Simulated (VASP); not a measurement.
# Ge3H in VASP: single point with PBE

Aim: the single point of Ge3H with PBE.

Everything below comes from runs of VASP 6.6.1. Logs are shortened: lines on timing, memory, paths and dates and some standing lists are left out, and cuts for length are marked.

## 1. The cell of the first run

The cell holds a wire or tube with vacuum around it, 8 atoms: a = 20.100 Å, b = 10.000 Å, c = 4.044 Å, α = 90.00°, β = 90.00°, γ = 90.00°.

## 2. Single point, PBE, collinear spin

INCAR reads:

```
ALGO     = Normal         # electronic algorithm
EDIFF    = 1E-6           # SCF threshold, eV
ENCUT    = 410            # plane-wave cutoff, eV
GGA      = PE             # functional
GGA_COMPAT= F            
ISIF     = 2              # what is computed and relaxed
ISMEAR   = 0              # smearing method
ISPIN    = 2              # spin polarisation
KPAR     = 4            
LASPH    = T              # aspherical terms in the spheres
LCHARG   = T              # write CHGCAR
LORBIT   = 11             # projections on sites
LREAL    = F              # projectors in reciprocal space
LVHAR    = T            
LWAVE    = F              # write WAVECAR
MAGMOM   = 0 0 -1 1 0 0 0 0 # initial moments
NBANDS   = 57             # bands
NELM     = 200            # most SCF steps
PREC     = Accurate       # precision mode
SIGMA    = 0.05           # smearing width, eV
```

KPOINTS reads:

```
k-points
0
Gamma
  1 1 22
```

POSCAR reads:

```
Ge3H
1.0
   20.1000000000      0.0000000000      0.0000000000
    0.0000000000     10.0000000000      0.0000000000
    0.0000000000      0.0000000000      4.0438254713
Ge H
6 2
Direct
    0.3548069823      0.4661011531      0.0000000000
    0.5290386035      0.4661011531      0.5000000000
    0.7032702248      0.4661011531      0.0000000000
    0.2967297752      0.5338988469      0.5000000000
    0.4709613965      0.5338988469      0.0000000000
    0.6451930177      0.5338988469      0.5000000000
    0.7768476424      0.5090472544      0.0000000000
    0.2231523576      0.4909527456      0.5000000000
```

Potentials or basis: VASP PAW PBE potentials, release 64 (Ge_d, H).

Run with:

```
> cat potpaw_PBE.64/Ge_d/POTCAR potpaw_PBE.64/H/POTCAR > POTCAR
> mpirun -np 4 vasp_std > vasp.out
```

OUTCAR:

```text
EDIFF = 1E-6
   ENCUT = 410
   GGA = PE
   ISIF = 2
   ISMEAR = 0
   ISPIN = 2
   LASPH = T
   LORBIT = 11
   LREAL = F
   NELM = 200
   PREC = Accurate

 ion  position               nearest neighbor table
   1  0.355  0.466  0.000-   4 2.43   4 2.43   5 2.43
   2  0.529  0.466  0.500-   5 2.43   5 2.43   6 2.43
   3  0.703  0.466  0.000-   7 1.54   6 2.43   6 2.43
   4  0.297  0.534  0.500-   8 1.54   1 2.43   1 2.43
   5  0.471  0.534  0.000-   2 2.43   2 2.43   1 2.43
   6  0.645  0.534  0.500-   3 2.43   3 2.43   2 2.43
   7  0.777  0.509  0.000-   3 1.54
   8  0.223  0.491  0.500-   4 1.54

  LATTYP: Found a simple orthorhombic cell.
 ALAT       =     4.0438254713
 B/A-ratio  =     2.4729059330
 C/A-ratio  =     4.9705409253

  Lattice vectors:

 A1 = (   0.0000000000,   0.0000000000,  -4.0438254713)
 A2 = (   0.0000000000,  10.0000000000,   0.0000000000)
 A3 = (  20.1000000000,   0.0000000000,   0.0000000000)

Analysis of symmetry for initial positions (statically):
=====================================================================
 Subroutine PRICEL returns:
 Original cell was already a primitive cell.

 Routine SETGRP: Setting up the symmetry group for a
 simple orthorhombic supercell.

 Subroutine GETGRP returns: Found  4 space group operations
 (whereof  2 operations were pure point group operations)
 out of a pool of  8 trial point group operations.

The static configuration has the point symmetry C_1h.
 The point group associated with its full space group is C_2h.

Analysis of symmetry for dynamics (positions and initial velocities):
=====================================================================
 Subroutine PRICEL returns:
 Original cell was already a primitive cell.

 Routine SETGRP: Setting up the symmetry group for a
 simple orthorhombic supercell.

 Subroutine GETGRP returns: Found  4 space group operations
 (whereof  2 operations were pure point group operations)
 out of a pool of  8 trial point group operations.

The dynamic configuration has the point symmetry C_1h.
 The point group associated with its full space group is C_2h.

Analysis of structural, dynamic, and magnetic symmetry:
=====================================================================
 Subroutine PRICEL returns:
 Original cell was already a primitive cell.

 Routine SETGRP: Setting up the symmetry group for a
 simple orthorhombic supercell.
[... 145 lines left out ...]

 Free energy of the ion-electron system (eV)
  ---------------------------------------------------
  ext. energy  EPLUGINS =         0.00000000
  ---------------------------------------------------
  free energy    TOTEN  =       -29.98927057 eV

  energy without entropy =      -29.98927043  energy(sigma->0) =      -29.98927050

 E-fermi :  -2.9491     XC(G=0):  -2.7953

 val. band max:       -3.1117956557   @ k =   0.0000   0.0000   0.4091
 cond. band min:      -2.7867265182   @ k =   0.0000   0.0000   0.5000
 fundamental gap:      0.3250691375
 Fermi energy:        -2.9490597558

 spin component 1

 k-point     1 :       0.0000    0.0000    0.0000
  band No.  band energies     occupation
      1     -27.4379      1.00000
      2     -27.4269      1.00000
      3     -27.4259      1.00000
      4     -27.4167      1.00000
      5     -27.4072      1.00000
      6     -27.4015      1.00000
[... 685 lines left out ...]
     54       2.4251      0.00000
     55       2.8584      0.00000
 Fermi energy:        -2.9490597558

 spin component 2

 k-point     1 :       0.0000    0.0000    0.0000
  band No.  band energies     occupation
      1     -27.4379      1.00000
      2     -27.4269      1.00000
      3     -27.4259      1.00000
      4     -27.4167      1.00000
      5     -27.4072      1.00000
      6     -27.4015      1.00000
[... 685 lines left out ...]
     54       2.4251      0.00000
     55       2.8584      0.00000
 [bands above 55 left out]

------------------------ aborting loop because EDIFF is reached ----------------------------------------

  FORCE on cell =-STRESS in cart. coord.  units (eV):
  Direction    XX          YY          ZZ          XY          YZ          ZX
  --------------------------------------------------------------------------------------
  -------------------------------------------------------------------------------------
  Total       -0.4341268     -0.3440007     -1.8063722      0.8276302      0.0000000      0.0000000
  in kB       -0.8557339     -0.6780809     -3.5606507      1.6313925      0.0000000      0.0000000
  external PRESSURE =      -1.6981551 kB  Pullay stress =       0.0000000 kB

 VOLUME and BASIS-vectors are now :
 -----------------------------------------------------------------------------
  energy-cutoff  :      410.00
  volume of cell :      812.81
      direct lattice vectors                 reciprocal lattice vectors
    20.100000000  0.000000000  0.000000000     0.049751244  0.000000000  0.000000000
     0.000000000 10.000000000  0.000000000     0.000000000  0.100000000  0.000000000
     0.000000000  0.000000000  4.043825471     0.000000000  0.000000000  0.247290593

 POSITION                                       TOTAL-FORCE (eV/Angst)
 -----------------------------------------------------------------------------------
      7.13162      4.66101      0.00000        -0.368437      0.065823      0.000000
     10.63368      4.66101      2.02191        -0.090872     -0.057219      0.000000
     14.13573      4.66101      0.00000        -0.673281     -0.023551      0.000000
      5.96427      5.33899      2.02191         0.673281      0.023551      0.000000
      9.46632      5.33899      0.00000         0.090872      0.057219      0.000000
     12.96838      5.33899      2.02191         0.368437     -0.065823      0.000000
     15.61464      5.09047      0.00000         0.307918      0.133320      0.000000
      4.48536      4.90953      2.02191        -0.307918     -0.133320      0.000000
 -----------------------------------------------------------------------------------
    total drift:                                0.000000      0.000000      0.000000

  FREE ENERGIE OF THE ION-ELECTRON SYSTEM (eV)
  ---------------------------------------------------
  free  energy   TOTEN  =       -29.9892705666 eV

  energy  without entropy=      -29.9892704268  energy(sigma->0) =      -29.98927050

 total charge

# of ion       s       p       d       tot
------------------------------------------
    1        1.175   1.139  10.003  12.318
    2        1.178   1.139  10.004  12.321
    3        1.156   1.203  10.017  12.376
    4        1.156   1.203  10.017  12.376
    5        1.178   1.139  10.004  12.321
    6        1.175   1.139  10.003  12.318
    7        0.539   0.013   0.000   0.552
    8        0.539   0.013   0.000   0.552
--------------------------------------------------
tot          8.096   6.987  60.048  75.131

 magnetization (x)

# of ion       s       p       d       tot
------------------------------------------
    1       -0.004  -0.013   0.002  -0.014
    2       -0.003  -0.020   0.001  -0.023
    3       -0.014  -0.093   0.001  -0.106
    4        0.014   0.093  -0.001   0.106
    5        0.003   0.020  -0.001   0.023
    6        0.004   0.013  -0.002   0.014
    7       -0.003  -0.000   0.000  -0.003
    8        0.003   0.000   0.000   0.003
--------------------------------------------------
tot          0.000   0.000   0.000   0.000
```

stdout:

```text
POSCAR found type information on POSCAR GeH
 POSCAR found :  2 types and       8 ions
 scaLAPACK will be used
 LDA part: xc-table for (Slater+PW92), standard interpolation
 POSCAR, INCAR and KPOINTS ok, starting setup
 FFT: planning ... GRIDC
 FFT: planning ... GRID_SOFT
 FFT: planning ... GRID
 WAVECAR not read
 entering main loop
```

Run time: 11 min. Hardware: 4 MPI ranks of AMD EPYC 7R43 (Zen 3), shared host; peak memory 1.1 GiB.

What came out:

```
Free energy                                           : -29.9893 eV
Largest force                                         : 0.674 eV/Å
Band gap on the k mesh                                : 0.33 eV (least direct gap 0.35 eV)
Net moment                                            : 0.00 μB per cell
Site moments                                          : Ge -0.01, -0.02, -0.11, +0.11, +0.02, +0.01; H -0.00, +0.00 μB
Valence electrons inside the program's atomic spheres : Ge 12.32, 12.38 (each value once); H 0.55
```

Forces in eV/Å, atoms in the order of the input:
```
Ge  -0.368  0.066  0.000
Ge  -0.091 -0.057  0.000
Ge  -0.673 -0.024  0.000
Ge   0.673  0.024  0.000
Ge   0.091  0.057  0.000
Ge   0.368 -0.066  0.000
H    0.308  0.133  0.000
H   -0.308 -0.133  0.000
```

Levels at points of the mesh, in eV from the valence-band top:
Spin up:
```tsv
k point	band 41	band 42	band 43	band 44	band 45	band 46
(0.00, 0.00, 0.00)	-1.21	-1.05	-0.50	1.35	1.42	1.79
(0.00, 0.00, 0.50)	-0.84	-0.82	-0.05	0.33	1.10	1.11
```
Spin down:
```
           k point  band 40  band 41  band 42  band 43  band 44  band 45  band 46  band 47
(0.00, 0.00, 0.00)    -1.27    -1.21    -1.05    -0.50     1.35     1.42     1.79     2.12
(0.00, 0.00, 0.50)    -2.31    -0.84    -0.82    -0.05     0.33     1.10     1.11     2.56
```
